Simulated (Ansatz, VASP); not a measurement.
## Pd in VASP and in Ansatz

The input INCAR:

```
SYSTEM = Pd
PREC = Accurate ; ENCUT = 520
EDIFF = 1E-6 ; ISMEAR = -1
SIGMA = 0.05 ; LREAL = .False.
LASPH = .True. ; NELM = 100
ALGO = Normal ; ISIF = 2
LWAVE = .False. ; LCHARG = .False.
GGA = RE ; NBANDS = 11
```

File KPOINTS:

```
regular mesh
0
Gamma
  12 12 12
  0 0 0
```

POSCAR

```
Pd
1.0
    0.0000000000      1.9465000000      1.9465000000
    1.9465000000      0.0000000000      1.9465000000
    1.9465000000      1.9465000000      0.0000000000
Pd
1
Direct
    0.0000000000      0.0000000000      0.0000000000
```

The input input.yaml:

```yaml
crystal:
  lattice:
    - [0.0, 1.9465, 1.9465]
    - [1.9465, 0.0, 1.9465]
    - [1.9465, 1.9465, 0.0]
  atoms:
    - { symbol: Pd, position: [0.0, 0.0, 0.0] }
kpoints:
  mp_grid: { grid: [12, 12, 12] }
  band_path:
    path:
      - [0.0, 0.0, 0.0]
      - [0.5, 0.0, 0.5]
      - [0.5, 0.25, 0.75]
      - [0.375, 0.375, 0.75]
      - [0.0, 0.0, 0.0]
      - [0.5, 0.5, 0.5]
      - [0.625, 0.25, 0.625]
      - [0.5, 0.25, 0.75]
    npoints: 6
scf:
  occupations: { method: fermi_dirac, width: 0.05 }
hamiltonian:
  xc: revpbe
  pseudopotentials: { kind: all_electron, lapw: { basis_error: 0.001 } }
output:
  forces: true
  stress: true
  eigenvalues: true
```

Alike in both runs: functional revPBE; k mesh 12 × 12 × 12; occupations fermi-dirac, width 0.05 eV; no spin polarisation.

|  | VASP | Ansatz |
| --- | --- | --- |
| version | VASP 6.6.1 | Ansatz 0.2.0 |
| potentials or method | VASP PAW PBE potentials, release 64 (Pd), cutoff 520 eV | all-electron LAPW, scalar-relativistic |
| task | single point | band structure |

Ansatz gave:

```
gap on the k mesh at the Fermi level (eV) : none
pressure (GPa)                            : 10.3
```

Problem. Which values does VASP return?

Solution. gap on the k mesh at the Fermi level (eV): none; pressure (GPa): 10.1.

VASP's potentials were made for PBE, not for revPBE. A gap of «none» marks a metal or a gap that the smearing closes. Ansatz ran all-electron here, and VASP with PAW potentials.
